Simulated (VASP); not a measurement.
Here is a VASP 6.6.1 calculation.

The input INCAR:

```
ALGO = Normal
EDIFF = 1E-7
EDIFFG = -0.025
ENCUT = 600
GGA = PE
IBRION = 2
ISIF = 3
ISMEAR = 0
LASPH = True
LCHARG = False
LREAL = False
LWAVE = False
NELM = 60
NSW = 80
PREC = Accurate
SIGMA = 0.1
```

KPOINTS

```
k-points
0
Gamma
  4 4 2
```

The input POSCAR:

```
NaCl
1.0
   -0.0583354613     -0.0449804053      3.7324115277
    1.9030139397     -3.6039471601      0.0126539676
    5.7978745384      3.6526070436     -0.1368210257
Na Cl
2 2
Direct
    0.5098416600      0.2486475009      0.2485339834
    0.4971745324      0.7545432282      0.7544306734
   -0.0070372981     -0.0052689306      0.0013744156
    0.0000211058      0.5020782014      0.4956609277
```

Potentials or basis: VASP PAW PBE potentials, release 64 (Na_pv, Cl).

Run with:

```console
$ cat potpaw_PBE.64/Na_pv/POTCAR potpaw_PBE.64/Cl/POTCAR > POTCAR
$ mpirun -np 1 vasp_std > vasp.out
```

Question: Predict the space group after relaxing (to 0.05 Å).

Answer: Fm-3m (No. 225).

Question: Predict the band gap on the k mesh.

Answer: 4.98 eV.

Question: Predict the relaxed cell.

Answer: a = 4.025 Å, b = 4.023 Å, c = 6.985 Å, α = 89.84°, β = 106.80°, γ = 60.20°.

Final structure:
```yaml
crystal:
  lattice:
    - [-0.03319, -1.08239, 3.87629]
    - [2.04031, -3.25965, 1.18330]
    - [6.02957, 3.34663, -1.10980]
  atoms:
    - { symbol: Na, position: [0.50097, 0.25001, 0.25023] }
    - { symbol: Na, position: [0.50017, 0.74939, 0.74978] }
    - { symbol: Cl, position: [0.00172, 0.99801, 0.99977] }
    - { symbol: Cl, position: [0.99713, 0.50260, 0.50023] }
```

Caveat: the k points lie up to 0.48 Å⁻¹ apart in the final cell.
